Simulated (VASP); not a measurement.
A run of VASP 6.6.1:

Contents of INCAR:

```
SYSTEM = HfO2
PREC = Accurate
ENCUT = 520
EDIFF = 1E-6
ISMEAR = -1
SIGMA = 0.01
LREAL = .False.
LASPH = .True.
NELM = 80
ALGO = Normal
ISIF = 2
LWAVE = .False.
LCHARG = .False.
GGA = PE
NBANDS = 18
```

File KPOINTS:

```
regular mesh
0
Gamma
  9 9 9
  0 0 0
```

File POSCAR:

```
HfO2
1.0
    0.0000000000      2.5575000000      2.6342250000
    2.5575000000      0.0000000000      2.6342250000
    2.5575000000      2.5575000000      0.0000000000
Hf O
1 2
Direct
    0.0000000000      0.0000000000      0.0000000000
    0.2500000000      0.2500000000      0.2500000000
    0.7500000000      0.7500000000      0.7500000000
```

Potentials or basis: VASP PAW PBE potentials, release 64 (Hf_pv, O).

Command:

```bash
$ cat potpaw_PBE.64/Hf_pv/POTCAR potpaw_PBE.64/O/POTCAR > POTCAR
$ mpirun -np 1 vasp_std > vasp.out
```

Hardware: 1 thread of Intel Xeon 8259CL, with other jobs on the host.

Task: Estimate the wall time of this run.

Result: It took 86 s on 1 thread of Intel Xeon 8259CL, with other jobs on the host, peak memory 0.19 GiB. Counts: scf iterations 13, k points 75.
